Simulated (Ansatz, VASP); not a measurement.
Two plane-wave programs on Na

```
CELL_PARAMETERS angstrom
-2.22337 2.22337 2.17044
2.22337 -2.22337 2.17044
2.22337 2.22337 -2.17044
ATOMIC_POSITIONS crystal
Na 0.00000 0.00000 0.00000
```

Change from the starting cell: strain +0.050 along x and y, +0.025 along z, atoms carried along.

Alike in both runs: task single point; functional PBEsol; k mesh 16 × 16 × 16; occupations gaussian, width 0.15 eV; no spin polarisation.

|  | VASP | Ansatz |
| --- | --- | --- |
| version | VASP 6.6.1 | Ansatz 0.2.0 |
| potentials or method | VASP PAW PBE potentials, release 64 (Na_pv), cutoff 520 eV | scalar-relativistic, plane waves, PAW |
| valence electrons in the cell | 7 | 9 |

```csv
,VASP,Ansatz,Ansatz less VASP
gap on the k mesh at the Fermi level (eV),none,none,-
pressure (GPa),-1.0,-1.0,0.00
```

VASP's potentials were made for PBE, not for PBEsol. A gap of «none» marks a metal or a gap that the smearing closes. The functional is the same, so the differences come from potentials, cutoffs and numerics. VASP's potentials hold 7 valence electrons a cell and Ansatz's 9, so a difference there can come from the potentials and not from the codes.
